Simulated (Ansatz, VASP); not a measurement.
## One calculation of Ti2SiS, two programs

```
Ti Si S
1.0
     3.12167    0.00000    0.00000
    -1.56083    2.70344    0.00000
     0.00000    0.00000   14.23991
Ti Si S
4 2 2
Direct
  0.66667 0.33333 0.42009
  0.33333 0.66667 0.57991
  0.33333 0.66667 0.92009
  0.66667 0.33333 0.07991
  0.66667 0.33333 0.75000
  0.33333 0.66667 0.25000
  0.00000 0.00000 0.00000
  0.00000 0.00000 0.50000
```

Change from the starting cell: species swapped into the Ti2InN type (P6_3/mmc, No. 194).

Alike in both runs: task single point; functional PBE; k mesh 6 × 6 × 2; occupations gaussian, width 0.1 eV; collinear spin.

|  | VASP | Ansatz |
| --- | --- | --- |
| version | VASP 6.6.1 | Ansatz 0.2.0 |
| potentials or method | VASP PAW PBE potentials, release 64 (Ti_sv, Si, S), cutoff 520 eV | scalar-relativistic, plane waves, PAW |
| valence electrons in the cell | 68 | 68 |

|  | VASP | Ansatz | Ansatz less VASP |
| --- | --- | --- | --- |
| gap on the k mesh at the Fermi level (eV) | none | none | - |
| pressure (GPa) | 27.1 | 27.1 | -0.06 |
| traceless stress, the component that is largest in VASP (GPa) | -15.62 | -15.60 | +0.022 |
| rms of the force components (eV/Å) | 2.430 | 2.419 | -0.0107 |
| net moment per atom (μB) | 0.00 | 0.00 | 0.000 |

Atom by atom the forces differ by 0.011 eV/Å (rms over components). A gap of «none» marks a metal or a gap that the smearing closes. The functional is the same, so the differences come from potentials, cutoffs and numerics. Ansatz's warnings: seeded moment not kept.

The k mesh is coarse, so the values compare programs but aren't converged.
